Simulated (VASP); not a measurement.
Wanted: the native input for a VASP 6.6.1 run.

- Task: single point
- Functional: PBE
- Potentials or basis: VASP PAW PBE potentials, release 64 (Ga_d, N)
- Cutoff: 520 eV
- k mesh: 12 × 12 × 6
- Occupations: gaussian, width 0.02 eV
- Spin: no spin polarisation
- Dipole correction: no
- Further INCAR settings: ALGO = Normal; EDIFF = 1e-07; NBANDS = 26

The structure of GaN lies in POSCAR:

```
GaN
1.0
    3.0896359850      0.0000000000      0.0000000000
   -1.5448179925      2.6757032515      0.0000000000
    0.0000000000      0.0000000000      5.3690044622
Ga N
2 2
Direct
    0.6666666667      0.3333333333      0.5015609224
    0.3333333333      0.6666666667      1.0015609224
    0.6666666667      0.3333333333      0.8734390776
    0.3333333333      0.6666666667      0.3734390776
```

This cell differs from its parent crystal: biaxial strain in the a-b plane: -4.0 %.

One way to write it, as run:

INCAR

```
ALGO = Normal
EDIFF = 1E-7
ENCUT = 520
GGA = PE
ISIF = 2
ISMEAR = 0
LASPH = T
LCHARG = F
LREAL = F
LWAVE = F
NBANDS = 26
NELM = 60
PREC = Accurate
SIGMA = 0.02
```

KPOINTS

```
k-points
0
Gamma
  12 12 6
```

Potentials or basis: VASP PAW PBE potentials, release 64 (Ga_d, N).

Command:

```console
$ cat potpaw_PBE.64/Ga_d/POTCAR potpaw_PBE.64/N/POTCAR > POTCAR
$ mpirun -np 1 vasp_std > vasp.out
```

It gave:

* Pressure: 11.9 GPa
* Largest force: 0.359 eV/Å
* Band gap on the k mesh: 1.78 eV, direct

Caveat: the cell differs from its parent crystal (biaxial strain in the a-b plane: -4.0 %).

It took 56 s on 1 thread of Intel(R) Xeon(R) Platinum 8124M CPU @ 3.00GHz (Skylake/Cascade Lake), with other jobs on the host, peak memory 0.21 GiB.
